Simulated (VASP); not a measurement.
**Ti: single point with PBE**

Ti:

```
Ti
1.0
     2.95000    0.00000    0.00000
    -1.47500    2.55477    0.00000
     0.00000    0.00000    4.68000
Ti
2
Cartesian
  0.0000 1.7232 1.1700
  1.4750 0.8516 3.5100
```

* Program: VASP 6.6.1
* Task: single point
* Functional: PBE
* Potentials or basis: VASP PAW PBE potentials, release 64 (Ti_sv)
* Cutoff: 520 eV
* k mesh: 11 × 11 × 6
* Occupations: methfessel-paxton, width 0.15 eV
* Spin: no spin polarisation
* Dipole correction: no
* Further INCAR settings: ALGO = Normal; EDIFF = 1e-06; NBANDS = 19

```json
{
 "Pressure": "-1.7 GPa",
 "Largest force": "0.033 eV/Å",
 "Band gap on the k mesh": "zero (band 12 reaches 8.93 eV, above the bottom of band 13 at 7.93 eV)"
}
```

Forces on the atoms (eV/Å):
```
Ti   0.000 -0.033  0.000
Ti   0.000  0.033  0.000
```

Stress tensor (GPa, compression positive):
```
-1.92  0.00  0.00
 0.00 -1.44  0.00
 0.00  0.00 -1.84
```

Levels at points of the mesh, in eV from the Fermi level:
```
           k point  band 9  band 10  band 11  band 12  band 13  band 14  band 15  band 16
(0.00, 0.00, 0.00)   -6.19    -2.67     0.70     0.75     0.76     0.85     1.22     1.25
(0.00, 0.00, 0.50)   -4.35    -4.35     0.06     0.06     0.66     0.66     0.67     0.67
```

Run time: 47 s on 1 thread of AMD EPYC 9R45 96-Core Processor (Zen 5) (shared host), peak memory 0.18 GiB.
